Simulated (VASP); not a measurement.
A run of VASP 6.6.1:

The input POSCAR:

```
Ag
1.0
    0.0000000000      2.0505250907      2.0505250907
    2.0505250907      0.0000000000      2.0505250907
    2.0505250907      2.0505250907      0.0000000000
Ag
1
Direct
    0.0000000000      0.0000000000      0.0000000000
```

The input INCAR.step1:

```
SYSTEM = Ag
  PREC = Accurate
  ENCUT = 520
  ISMEAR = 0
  SIGMA = 0.1
  LREAL = .False.
  LASPH = .True.
  NELM = 60
  NBANDS = 12
  GGA = PE
  ALGO = Normal
  EDIFF = 1E-4
  LWAVE = .True.
  LCHARG = .False.
```

File INCAR.step2:

```
SYSTEM = Ag
  PREC = Accurate
  ENCUT = 520
  EDIFF = 1E-6
  ISMEAR = 0
  SIGMA = 0.1
  LREAL = .False.
  LASPH = .True.
  NELM = 60
  ALGO = Normal
  ISIF = 2
  LWAVE = .False.
  LCHARG = .False.
  METAGGA = R2SCAN
  LMIXTAU = .True.
  NBANDS = 12
  ISTART = 1
```

KPOINTS

```
regular mesh
0
Gamma
  11 11 11
  0 0 0
```

Potentials or basis: VASP PAW PBE potentials, release 64 (Ag).

Run with:

```console
$ cat potpaw_PBE.64/Ag/POTCAR > POTCAR
$ cp INCAR.step1 INCAR
$ mpirun -np 1 vasp_std > vasp.out
$ cp INCAR.step2 INCAR
$ mpirun -np 1 vasp_std > vasp.out
```

Hardware: 1 thread of Intel(R) Xeon(R) Platinum 8259CL CPU @ 2.50GHz (Skylake/Cascade Lake), on a shared host.

Question: How long does it take, and how much memory?

Answer: Run time: 30 s on 1 thread of Intel(R) Xeon(R) Platinum 8259CL CPU @ 2.50GHz (Skylake/Cascade Lake), with other jobs on the host, peak memory 0.15 GiB. Counts: k points 56.
